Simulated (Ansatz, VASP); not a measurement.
**One calculation of BaTiO3, two programs**

```xyz
5
Lattice="2.7660 1.5969 2.4370 -2.7660 1.5969 2.4370 0.0000 -3.1939 2.4370" Properties=species:S:1:pos:R:3 pbc="T T T"
Ba    0.0000    0.0000    7.3109
Ti    0.0000    0.0000    3.7119
O     0.0000   -1.5786    4.8035
O    -1.3671    0.7893    4.8035
O     1.3671    0.7893    4.8035
```

Change from the starting cell: strain -0.025 along x and y, +0.050 along z, atoms carried along.

Alike in both runs: task single point; functional r2SCAN; k mesh 6 × 6 × 6; occupations gaussian, width 0.05 eV; no spin polarisation; Hubbard terms Ti d U = 4.0 eV.

```csv
,VASP,Ansatz
version,VASP 6.6.1,Ansatz 0.2.0
potentials or method,"VASP PAW PBE potentials, release 64 (Ba_sv, Ti_sv, O), cutoff 520 eV","scalar-relativistic, plane waves, PAW"
valence electrons in the cell,40,40
```

VASP gave:

| Item | Value |
| --- | --- |
| gap on the k mesh at the Fermi level (eV) | 2.71 |
| least direct gap on the mesh (eV) | 2.90 |
| pressure (GPa) | 4.8 |
| traceless stress, the component that is largest in VASP (GPa) | -12.92 |
| rms of the force components (eV/Å) | 0.190 |

Problem. Which values does Ansatz return?

Solution. gap on the k mesh at the Fermi level (eV): 2.73; least direct gap on the mesh (eV): 2.89; pressure (GPa): 0.9; traceless stress, the component that is largest in VASP (GPa): -12.42; rms of the force components (eV/Å): 0.076.

VASP's potentials were made for PBE, not for r2SCAN. The programs project onto different local orbitals, so the same U acts differently, and such runs can settle in different states. Atom by atom the forces differ by 0.213 eV/Å (rms over components).

Spin-orbit coupling is off throughout.
